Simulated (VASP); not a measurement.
Write the native input for VASP 6.6.1 that does the following.

```
Task                   : single point
Functional             : PBE
Dispersion             : D4
Potentials or basis    : VASP PAW PBE potentials, release 64 (Bi_d, Te)
Cutoff                 : 520 eV
k mesh                 : 6 × 6 × 6
Occupations            : gaussian, width 0.05 eV
Spin                   : no spin polarisation
Dipole correction      : no
Further INCAR settings : ALGO = Normal; EDIFF = 1e-06; NBANDS = 18
```

The structure of BiTe lies in POSCAR:

```
BiTe
1.0
    0.0000000000      3.1638181781      3.1638181781
    3.1638181781      0.0000000000      3.1638181781
    3.1638181781      3.1638181781      0.0000000000
Bi Te
1 1
Direct
    0.5000000000      0.5000000000      0.5000000000
    0.0000000000      0.0000000000      0.0000000000
```

This cell differs from its parent crystal: volume scaled by 0.96.

These files were run (other wordings do the same):

INCAR

```
SYSTEM = BiTe
ALGO = Normal ; EDIFF = 1E-6
ENCUT = 520 ; GGA = PE
ISIF = 2 ; ISMEAR = 0
IVDW = 13 ; LASPH = .TRUE.
LCHARG = .FALSE. ; LREAL = .FALSE.
LWAVE = .FALSE. ; NBANDS = 18
NELM = 80 ; PREC = Accurate
SIGMA = 0.05
```

KPOINTS

```
k-points
0
G
  6 6 6
  0 0 0
```

Potentials or basis: VASP PAW PBE potentials, release 64 (Bi_d, Te).

Command:

```bash
$ cat potpaw_PBE.64/Bi_d/POTCAR potpaw_PBE.64/Te/POTCAR > POTCAR
$ mpirun -np 1 vasp_std > vasp.out
```

It gave:

| Item | Value |
| --- | --- |
| Pressure | 2.2 GPa |
| Dispersion energy per atom | -0.526 eV |

Caveat: pairwise dispersion overbinds metals, which lowers pressure and volume.

Run time: 19 s on 1 thread of Intel(R) Xeon(R) Platinum 8488C (Sapphire Rapids), on a shared host, peak memory 0.2 GiB.
